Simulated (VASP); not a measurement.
A run of VASP 6.6.1 is set up as follows.

INCAR

```
PREC = Accurate ; ENCUT = 600
EDIFF = 1E-7 ; ISMEAR = 0
SIGMA = 0.02 ; LREAL = F
LASPH = T ; NELM = 120
ALGO = Normal ; ISIF = 4
LWAVE = F ; LCHARG = F
GGA = PE ; IBRION = 2
NSW = 50 ; EDIFFG = -0.01
GGA_COMPAT = F ; NELMIN = 4
```

File KPOINTS:

```
Automatic mesh
0
Gamma
  6 6 4
```

The input POSCAR:

```
MgZnTe2
1.0
    4.2828126283      0.0000000000      0.0000000000
    0.0000000000      4.2828126283      0.0000000000
    0.0000000000      0.0000000000      6.1372106506
Mg Zn Te
1 1 2
Direct
    0.5000000000      0.5000000000      0.5000000000
    0.0000000000      0.0000000000      0.0000000000
    0.5000000000      0.0000000000      0.7635841158
    0.0000000000      0.5000000000      0.2364158842
```

Potentials or basis: VASP PAW PBE potentials, release 64 (Mg, Zn, Te).

The run is started by

```console
$ cat potpaw_PBE.64/Mg/POTCAR potpaw_PBE.64/Zn/POTCAR potpaw_PBE.64/Te/POTCAR > POTCAR
$ mpirun -np 1 vasp_std > vasp.out
```

Question: Estimate the band gap on the k mesh.

Answer: 1.91 eV, direct.

Forces in eV/Å, atoms in the order of the input:
```
Mg   0.000  0.000  0.000
Zn   0.000  0.000  0.000
Te   0.000  0.000 -0.010
Te   0.000  0.000  0.010
```

Caveat: spin-orbit coupling is left out, which moves the levels of the heavy elements. A k mesh can miss the band edges.
